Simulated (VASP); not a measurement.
# Si (P6_3/mmc) in VASP: notebook

Si is run at these levels: LDA; tasks: single point.

Everything below comes from runs of VASP 6.6.1. Logs are shortened: lines on timing, memory, paths and dates and some standing lists are left out, and cuts for length are marked.

**1. The cell of the first run**

The structure is hexagonal, space group P6_3/mmc (No. 194). Conventional cell: a = 2.572 Å, b = 2.572 Å, c = 8.533 Å, α = 90.00°, β = 90.00°, γ = 120.00°. Si (site symmetry -3m) has 12 Si at 2.57 to 2.60 Å within 3.4 Å. Within 3.4 Å of Si (site symmetry -6m2) lie 12 Si at 2.57 to 2.60 Å.

**2. Single point, LDA (volume scaled by 0.88)**

File INCAR:

```
  PREC = Accurate
  ENCUT = 520
  EDIFF = 1E-6
  ISMEAR = -1
  SIGMA = 0.1
  LREAL = False
  LASPH = True
  NELM = 100
  ALGO = Normal
  ISIF = 2
  LWAVE = False
  LCHARG = False
  GGA = CA
  NBANDS = 16
```

File KPOINTS:

```
Automatic mesh
0
Gamma
  15 15 4
```

File POSCAR:

```
Si
1.0
    2.5717149546      0.0000000000      0.0000000000
   -1.2858574773      2.2271704820      0.0000000000
    0.0000000000      0.0000000000      8.5327612793
Si
4
Direct
    0.0000000000      0.0000000000      1.0000000000
    1.0000000000      0.0000000000      0.5000000000
    0.3333333333      0.6666666667      0.2500000000
    0.6666666667      0.3333333333      0.7500000000
```

Potentials or basis: VASP PAW LDA potentials, release 64 (Si).

The run is started by

```console
cat potpaw_LDA.64/Si/POTCAR > POTCAR
mpirun -np 1 vasp_std > vasp.out
```

OUTCAR:

```text
PREC = Accurate
   ENCUT = 520
   EDIFF = 1E-6
   ISMEAR = -1
   LREAL = False
   LASPH = True
   NELM = 100
   ISIF = 2
   GGA = CA

 ion  position               nearest neighbor table
   1  0.000  0.000  0.000-   3 2.60   4 2.60   4 2.60   3 2.60   4 2.60   3 2.60
   2  0.000  0.000  0.500-   3 2.60   4 2.60   4 2.60   3 2.60   4 2.60   3 2.60
   3  0.333  0.667  0.250-   1 2.60   2 2.60   1 2.60   2 2.60   1 2.60   2 2.60
   4  0.667  0.333  0.750-   1 2.60   2 2.60   1 2.60   2 2.60   1 2.60   2 2.60

  LATTYP: Found a hexagonal cell.
 ALAT       =     2.5717149546
 C/A-ratio  =     3.3179265315

  Lattice vectors:

 A1 = (   2.5717149546,   0.0000000000,   0.0000000000)
 A2 = (  -1.2858574773,   2.2271704820,   0.0000000000)
 A3 = (   0.0000000000,   0.0000000000,   8.5327612793)

Analysis of symmetry for initial positions (statically):
=====================================================================
 Subroutine PRICEL returns:
 Original cell was already a primitive cell.

 Routine SETGRP: Setting up the symmetry group for a
 hexagonal supercell.

 Subroutine GETGRP returns: Found 24 space group operations
 (whereof 12 operations were pure point group operations)
 out of a pool of 24 trial point group operations.

The static configuration has the point symmetry D_3d.
 The point group associated with its full space group is D_6h.

Analysis of symmetry for dynamics (positions and initial velocities):
=====================================================================
 Subroutine PRICEL returns:
 Original cell was already a primitive cell.

 Routine SETGRP: Setting up the symmetry group for a
 hexagonal supercell.

 Subroutine GETGRP returns: Found 24 space group operations
 (whereof 12 operations were pure point group operations)
 out of a pool of 24 trial point group operations.

The dynamic configuration has the point symmetry D_3d.
 The point group associated with its full space group is D_6h.

 Subroutine INISYM returns: Found 24 space group operations
 (whereof 12 operations are pure point group operations),
 and found     1 'primitive' translations

----------------------------------------------------------------------------------------

                                     Primitive cell

  volume of cell :      48.8726

  direct lattice vectors                    reciprocal lattice vectors
     2.571714955  0.000000000  0.000000000     0.388845583  0.224500102  0.000000000
    -1.285857477  2.227170482  0.000000000     0.000000000  0.449000204  0.000000000
     0.000000000  0.000000000  8.532761279     0.000000000  0.000000000  0.117195356

  length of vectors
     2.571714955  2.571714955  8.532761279     0.449000204  0.449000204  0.117195356

  position of ions in fractional coordinates (direct lattice)
     0.000000000  0.000000000  0.000000000
     0.000000000  0.000000000  0.500000000
     0.333333333  0.666666667  0.250000000
     0.666666667  0.333333333  0.750000000

  ion indices of the primitive-cell ions
   primitive index   ion index
                 1           1
                 2           2
                 3           3
                 4           4

----------------------------------------------------------------------------------------

 KPOINTS: Automatic mesh

Automatic generation of k-mesh.
 Grid dimensions read from file:
 generate k-points for:   15   15    4

 Generating k-lattice:

  Cartesian coordinates                     Fractional coordinates (reciprocal lattice)
     0.025923039  0.014966673  0.000000000     0.066666667  0.000000000  0.000000000
     0.000000000  0.029933347  0.000000000     0.000000000  0.066666667  0.000000000
     0.000000000  0.000000000  0.029298839     0.000000000  0.000000000  0.250000000

  Length of vectors
     0.029933347  0.029933347  0.029298839

  Shift w.r.t. Gamma in fractional coordinates (k-lattice)
     0.000000000  0.000000000  0.000000000

 Subroutine IBZKPT returns following result:
 ===========================================

 Found     81 irreducible k-points:

 Following reciprocal coordinates:
            Coordinates               Weight
  0.000000  0.000000  0.000000      1.000000
  0.066667 -0.000000  0.000000      6.000000
  0.133333  0.000000  0.000000      6.000000
  0.200000 -0.000000  0.000000      6.000000
  0.266667  0.000000  0.000000      6.000000
  0.333333 -0.000000  0.000000      6.000000
[... 16 lines left out ...]
  0.333333  0.200000  0.000000     12.000000
  0.400000  0.200000  0.000000      6.000000
 [... further k-points ...]
   k-points           NKPTS =     81   k-points in BZ     NKDIM =     81   number of bands    NBANDS=     16
   number of dos      NEDOS =    301   number of ions     NIONS =      4
   total plane-waves  NPLWV =  25600
   dimension x,y,z NGX =    20 NGY =   20 NGZ =   64
   dimension x,y,z NGXF=    40 NGYF=   40 NGZF=  128
   ions per type =               4
   NGX,Y,Z   is equivalent  to a cutoff of  12.93, 12.93, 12.47 a.u.
   NGXF,Y,Z  is equivalent  to a cutoff of  25.86, 25.86, 24.94 a.u.
 SYSTEM =  unknown system
   PREC   = accura    normal or accurate (medium, high low for compatibility)
   ISTART =      0    job   : 0-new  1-cont  2-samecut
   ICHARG =      2    charge: 1-file 2-atom 10-const
   ISPIN  =      1    spin polarized calculation?
   LNONCOLLINEAR =      F non collinear calculations
   LSORBIT =      F    spin-orbit coupling
   LASPH  =      T    aspherical Exc in radial PAW
   ENCUT  =  520.0 eV  38.22 Ry    6.18 a.u.   4.78  4.78 15.87*2*pi/ulx,y,z
   NELM   =    100;   NELMIN=  2; NELMDL= -5     # of ELM steps
   EDIFF  = 0.1E-05   stopping-criterion for ELM
   LREAL  =      F    real-space projection
   EDIFFG = 0.1E-04   stopping-criterion for IOM
   NSW    =      0    number of steps for IOM
   IBRION =     -1    ionic relax: 0-MD 1-quasi-New 2-CG
   NFREE  =      0    steps in history (QN), initial steepest desc. (CG)
   ISIF   =      2    stress and relaxation
   ISYM   =      2    0-nonsym 1-usesym 2-fastsym
   POTIM  = 0.5000    time-step for ionic-motion
   TEBEG  =    0.0;   TEEND  =   0.0 temperature during run
   PSTRESS=    0.0 pullay stress
   NELECT =      16.0000    total number of electrons
   NUPDOWN=      -1.0000    fix difference up-down
   EMIN   =  10.00;   EMAX   =-10.00  energy-range for DOS
   EFERMI =   0.00;   METHOD = LEGACY
   ISMEAR =    -1;   SIGMA  =   0.10  broadening in eV -4-tet -1-fermi 0-gaus
   EFERMI_NEDOS =   21; number of points for ismear=-14 and -15
   IALGO  =     38    algorithm
   IMIX   =      4    mixing-type and parameters
     AMIX     =   0.40;   BMIX     =  1.00
     AMIX_MAG =   1.60;   BMIX_MAG =  1.00
  volume/ion in A,a.u.               =      12.22        82.45
  Fermi-wavevector in a.u.,A,eV,Ry     =   1.128304  2.132186 17.321173  1.273070
  Thomas-Fermi vector in A             =   2.264994
   LORBIT       =      0    0 simple, 1 ext, 2 COOP (PROOUT), +10 PAW based schemes
   GGA     = CA    functional components
   LHFCALC =     F    Hartree Fock is set to
   AEXX    =    0.0000 exact exchange contribution
   IVDW    =     0    specifies the selected vdW correction
   LEPSILON=     F    determine dielectric tensor
   LRPA    =     F    only Hartree local field effects (RPA)
 non-spin polarized calculation
  energy-cutoff  :      520.00
  volume of cell :       48.87
 maximum number of plane-waves:      1330
 NGX is ok and might be reduce to    20
   NGX =  9   NGY =  9   NGZ = 31

 number of electron      16.0000001 magnetization

 Free energy of the ion-electron system (eV)
  ---------------------------------------------------
  ext. energy  EPLUGINS =         0.00000000
  ---------------------------------------------------
  free energy    TOTEN  =       -21.81431124 eV

  energy without entropy =      -21.76084098  energy(sigma->0) =      -21.78757611

 E-fermi :  12.5373     XC(G=0): -11.9596

 val. band max:       12.4888304260   @ k =   0.4000   0.2000   0.0000
 cond. band min:      12.5399731343   @ k =   0.3333   0.1333   0.0000
 fundamental gap:      0.0511427083
 Fermi energy:        12.5372758957

 k-point     1 :       0.0000    0.0000    0.0000
  band No.  band energies     occupation
      1      -3.5096      2.00000
      2      -1.5308      2.00000
      3      -1.5265      2.00000
      4       4.1758      2.00000
      5       4.4147      2.00000
      6      13.6065      0.00005
[... 8 lines left out ...]
     15      24.3934      0.00000
     16      24.5444      0.00000

 k-point     2 :       0.0667   -0.0000    0.0000
  band No.  band energies     occupation
      1      -3.3797      2.00000
      2      -1.4022      2.00000
      3      -1.3979      2.00000
      4       4.3027      2.00000
      5       4.5363      2.00000
      6      13.7156      0.00002
[... 8 lines left out ...]
     15      24.3149      0.00000
     16      24.5361      0.00000

 k-point     3 :       0.1333    0.0000    0.0000
  band No.  band energies     occupation
      1      -2.9905      2.00000
      2      -1.0170      2.00000
      3      -1.0129      2.00000
      4       4.6822      2.00000
      5       4.9009      2.00000
      6      14.0193      0.00000
[... 8 lines left out ...]
     15      23.3131      0.00000
     16      23.5136      0.00000

 k-point     4 :       0.2000   -0.0000    0.0000
  band No.  band energies     occupation
      1      -2.3438      2.00000
      2      -0.3767      2.00000
      3      -0.3732      2.00000
      4       5.3094      2.00000
      5       5.5072      2.00000
      6      13.9954      0.00000
[... 8 lines left out ...]
     15      21.3933      0.00000
     16      21.5449      0.00000
[... 324 lines left out ...]
 k-point    22 :       0.2667    0.2000    0.0000
  band No.  band energies     occupation
      1       1.2355      2.00000
      2       3.1604      2.00000
      3       3.1644      2.00000
      4       8.2563      2.00000
      5       8.7842      2.00000
      6       9.1228      2.00000
[... 8 lines left out ...]
     15      17.6125      0.00000
     16      18.4289      0.00000

 k-point    23 :       0.3333    0.2000    0.0000
  band No.  band energies     occupation
      1       2.7462      2.00000
      2       4.6351      2.00000
      3       4.6543      2.00000
      4       6.4616      2.00000
      5       8.2935      2.00000
      6       8.3652      2.00000
[... 8 lines left out ...]
     15      17.5515      0.00000
     16      19.4746      0.00000

 k-point    24 :       0.4000    0.2000    0.0000
  band No.  band energies     occupation
      1       4.3950      2.00000
      2       4.5879      2.00000
      3       6.0237      2.00000
      4       6.1826      2.00000
      5       6.5918      2.00000
      6       6.7997      2.00000
[... 8 lines left out ...]
     15      17.5081      0.00000
     16      20.2897      0.00000

 [... further k-points ...]

------------------------ aborting loop because EDIFF is reached ----------------------------------------

  FORCE on cell =-STRESS in cart. coord.  units (eV):
  Direction    XX          YY          ZZ          XY          YZ          ZX
  --------------------------------------------------------------------------------------
  -------------------------------------------------------------------------------------
  Total        4.3842997      4.3842997      5.3787265      0.0000000      0.0000000      0.0000000
  in kB      143.7291738    143.7291738    176.3291666      0.0000000      0.0000000      0.0000000
  external PRESSURE =     154.5958380 kB  Pullay stress =       0.0000000 kB

 VOLUME and BASIS-vectors are now :
 -----------------------------------------------------------------------------
  energy-cutoff  :      520.00
  volume of cell :       48.87
      direct lattice vectors                 reciprocal lattice vectors
     2.571714955  0.000000000  0.000000000     0.388845583  0.224500102  0.000000000
    -1.285857477  2.227170482  0.000000000     0.000000000  0.449000204  0.000000000
     0.000000000  0.000000000  8.532761279     0.000000000  0.000000000  0.117195356

 POSITION                                       TOTAL-FORCE (eV/Angst)
 -----------------------------------------------------------------------------------
      0.00000      0.00000      0.00000         0.000000      0.000000      0.000000
      0.00000      0.00000      4.26638        -0.000000      0.000000      0.000000
     -0.00000      1.48478      2.13319        -0.000000      0.000000     -0.000000
      1.28586      0.74239      6.39957         0.000000     -0.000000      0.000000
 -----------------------------------------------------------------------------------
    total drift:                               -0.000000      0.000000     -0.000000

  FREE ENERGIE OF THE ION-ELECTRON SYSTEM (eV)
  ---------------------------------------------------
  free  energy   TOTEN  =       -21.8143112428 eV

  energy  without entropy=      -21.7608409816  energy(sigma->0) =      -21.78757611
```

It took 26 s on 1 thread of Intel Xeon Platinum 8559C (Emerald Rapids), shared host; peak memory 0.16 GiB.

Results:

- Free energy: -21.8143 eV
- Pressure: 15.5 GPa
- Band gap on the k mesh: zero (band 8 reaches 22.38 eV, above the bottom of band 9 at 8.37 eV)

[end of part 1 of 2]
